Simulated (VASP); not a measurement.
Here is a VASP 6.6.1 calculation.

POSCAR

```
Se
1.0
    6.7050414476      0.0000000000      0.0000000000
   -3.3525207238      5.8067362271      0.0000000000
    0.0000000000      0.0000000000      2.4438881259
Se
3
Direct
    1.0000000000      0.0000000000      0.0000000000
    0.3333333333      0.6666666667      0.5000000000
    0.6666666667      0.3333333333      0.5000000000
```

INCAR.step1

```
PREC = Accurate
ENCUT = 520
ISMEAR = -1
SIGMA = 0.1
LREAL = False
LASPH = True
NELM = 60
NBANDS = 16
GGA = PE
ALGO = Normal
EDIFF = 1E-4
LWAVE = True
LCHARG = False
```

INCAR.step2

```
PREC = Accurate
ENCUT = 520
EDIFF = 1E-6
ISMEAR = -1
SIGMA = 0.1
LREAL = False
LASPH = True
NELM = 60
ALGO = Normal
ISIF = 2
LWAVE = False
LCHARG = False
METAGGA = R2SCAN
LMIXTAU = True
NBANDS = 16
ISTART = 1
```

KPOINTS

```
regular mesh
0
Gamma
  7 7 15
```

Potentials or basis: VASP PAW PBE potentials, release 64 (Se).

The run is started by

```console
$ cat potpaw_PBE.64/Se/POTCAR > POTCAR
$ cp INCAR.step1 INCAR
$ mpirun -np 1 vasp_std > vasp.out
$ cp INCAR.step2 INCAR
$ mpirun -np 1 vasp_std > vasp.out
```

(1) Estimate the band gap on the k mesh.

(2) Estimate the pressure.

Answers

(1) zero (bands 9 and 10 overlap by 1.81 eV).

(2) -2.1 GPa.

Caveat: the PAW data sets were made with another functional, which shifts forces and pressure a little.
